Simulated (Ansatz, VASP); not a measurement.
**Ti in VASP and in Ansatz**

```
Ti
1.0
     0.00000    2.03000    2.03000
     2.03000    0.00000    2.03000
     2.03000    2.03000    0.00000
Ti
1
Direct
  0.01232 0.01232 0.98768
```

Alike in both runs: task single point; functional RPBE; k mesh 6 × 6 × 6; no spin polarisation.

|  | VASP | Ansatz |
| --- | --- | --- |
| version | VASP 6.6.1 | Ansatz 0.2.0 |
| potentials or method | VASP PAW PBE potentials, release 64 (Ti_sv), cutoff 520 eV | scalar-relativistic, plane waves, PAW |
| occupations | gaussian, width 0.272114 eV | gaussian |
| valence electrons in the cell | 12 | 12 |

```csv
,VASP,Ansatz,Ansatz less VASP
gap on the k mesh at the Fermi level (eV),none,none,-
pressure (GPa),8.2,8.5,+0.34
```

VASP's potentials were made for PBE, not for RPBE. A gap of «none» marks a metal or a gap that the smearing closes.

The k mesh is coarse, so the values compare programs but aren't converged.
